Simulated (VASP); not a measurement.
Ir, 1 atom in the cell. It takes space group Fm-3m (No. 225, cubic). Conventional cell: a = 3.615 Å, b = 3.615 Å, c = 3.615 Å, α = 90.00°, β = 90.00°, γ = 90.00°. Ir (site symmetry m-3m) has 12 Ir at 2.56 Å within 3.4 Å.  This cell differs from its parent crystal: volume scaled by 0.84.

- Program: VASP 6.6.1
- Task: single point
- Functional: PBEsol
- Potentials or basis: VASP PAW PBE potentials, release 64 (Ir)
- Cutoff: 520 eV
- k mesh: 19 × 19 × 19
- Occupations: fermi-dirac, width 0.1 eV
- Spin: no spin polarisation
- Dipole correction: no
- Further INCAR settings: ALGO = Normal; EDIFF = 1e-06; NBANDS = 10

Potentials or basis: VASP PAW PBE potentials, release 64 (Ir).

Command:

```console
$ cat potpaw_PBE.64/Ir/POTCAR > POTCAR
$ mpirun -np 1 vasp_std > vasp.out
```

Hardware: 1 thread of Intel(R) Xeon(R) Platinum 8488C (Sapphire Rapids), on a shared host.

Question: How long does it take, and how much memory?

Answer: It took 13 s on 1 thread of Intel(R) Xeon(R) Platinum 8488C (Sapphire Rapids) (shared host), peak memory 0.15 GiB. Counts: scf iterations 11, k points 220.
